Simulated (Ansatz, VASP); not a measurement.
## Two plane-wave programs on B3Sb2P

File INCAR:

```
PREC = Accurate
ENCUT = 520
EDIFF = 1E-6
ISMEAR = 0
SIGMA = 0.1
LREAL = F
LASPH = T
NELM = 80
ALGO = Normal
ISIF = 2
LWAVE = F
LCHARG = T
GGA = PE
LELF = T
LVHAR = T
NBANDS = 21
```

File KPOINTS:

```
regular mesh
0
Gamma
  6 6 2
```

File POSCAR:

```
B3Sb2P
1.0
    4.0659190300      0.0000000000      0.0000000000
   -2.0329595100      3.5211891700      0.0000000000
    0.0000000000      0.0000000000      7.9867272000
B Sb P
3 2 1
Direct
    0.6666666700      0.3333333300      0.5000000000
    0.0000000000      0.0000000000      0.0000000000
    0.0000000000      0.0000000000      0.5000000000
    0.3333333300      0.6666666700      0.2478150000
    0.3333333300      0.6666666700      0.7521850000
    0.6666666700      0.3333333300      0.0000000000
```

Input for Ansatz:

```yaml
crystal:
  lattice:
    - [4.06591903, 0.0, 0.0]
    - [-2.03295951, 3.52118917, 0.0]
    - [0.0, 0.0, 7.9867272]
  atoms:
    - { symbol: B, position: [0.66666667, 0.33333333, 0.5] }
    - { symbol: B, position: [0.0, 0.0, 0.0] }
    - { symbol: B, position: [0.0, 0.0, 0.5] }
    - { symbol: Sb, position: [0.33333333, 0.66666667, 0.247815] }
    - { symbol: Sb, position: [0.33333333, 0.66666667, 0.752185] }
    - { symbol: P, position: [0.66666667, 0.33333333, 0.0] }
basis:
  ecutwfc: 420
kpoints:
  mp_grid: { grid: [6, 6, 2] }
hamiltonian:
  xc: pbe
scf:
  occupations: { method: gaussian, width: 0.1 }
  lower_state_search: "off"
output:
  forces: true
  stress: true
  eigenvalues: true
```

Change from the starting cell: species swapped into the Gd2CoNi3 type (P-6m2, No. 187).

Alike in both runs: task single point; functional PBE; k mesh 6 × 6 × 2; occupations gaussian, width 0.1 eV; no spin polarisation.

|  | VASP | Ansatz |
| --- | --- | --- |
| version | VASP 6.6.1 | Ansatz 0.2.0 |
| potentials or method | VASP PAW PBE potentials, release 64 (B, Sb, P), cutoff 520 eV | scalar-relativistic, plane waves, PAW |
| valence electrons in the cell | 24 | 44 |

Ansatz gave:

```
gap on the k mesh at the Fermi level (eV)                     : none
pressure (GPa)                                                : -16.0
traceless stress, the component that is largest in VASP (GPa) : 8.13
rms of the force components (eV/Å)                            : 0.154
```

Task: Which values does VASP return?

Result: gap on the k mesh at the Fermi level (eV): none; pressure (GPa): -16.1; traceless stress, the component that is largest in VASP (GPa): 8.13; rms of the force components (eV/Å): 0.152.

Atom by atom the forces differ by 0.002 eV/Å (rms over components). A gap of «none» marks a metal or a gap that the smearing closes. The functional is the same, so the differences come from potentials, cutoffs and numerics. VASP's potentials hold 24 valence electrons a cell and Ansatz's 44, so a difference there can come from the potentials and not from the codes.

The k mesh is coarse, so the values compare programs but aren't converged. Spin-orbit coupling is off throughout.
